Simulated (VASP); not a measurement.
Input of a VASP 6.6.1 run:

File INCAR:

```
SYSTEM = Re
ALGO = Normal ; EDIFF = 1E-6
ENCUT = 520 ; GGA = RE
ISIF = 2 ; ISMEAR = -1
LASPH = .True. ; LCHARG = .False.
LREAL = .False. ; LWAVE = .False.
NBANDS = 10 ; NELM = 80
PREC = Accurate ; SIGMA = 0.1
```

The input KPOINTS:

```
k-points
0
Gamma
  16 16 16
  0 0 0
```

File POSCAR:

```
Re
1.0
    0.0000000000      1.9361501954      1.9361501954
    1.9361501954      0.0000000000      1.9361501954
    1.9361501954      1.9361501954      0.0000000000
Re
1
Direct
    0.0000000000      0.0000000000      0.0000000000
```

Potentials or basis: VASP PAW PBE potentials, release 64 (Re).

Command:

```bash
$ cat potpaw_PBE.64/Re/POTCAR > POTCAR
$ mpirun -np 1 vasp_std > vasp.out
```

(1) Predict the pressure.

Results:

(1) 15.3 GPa.

Caveat: the PAW data sets were made with another functional, which shifts forces and pressure a little.
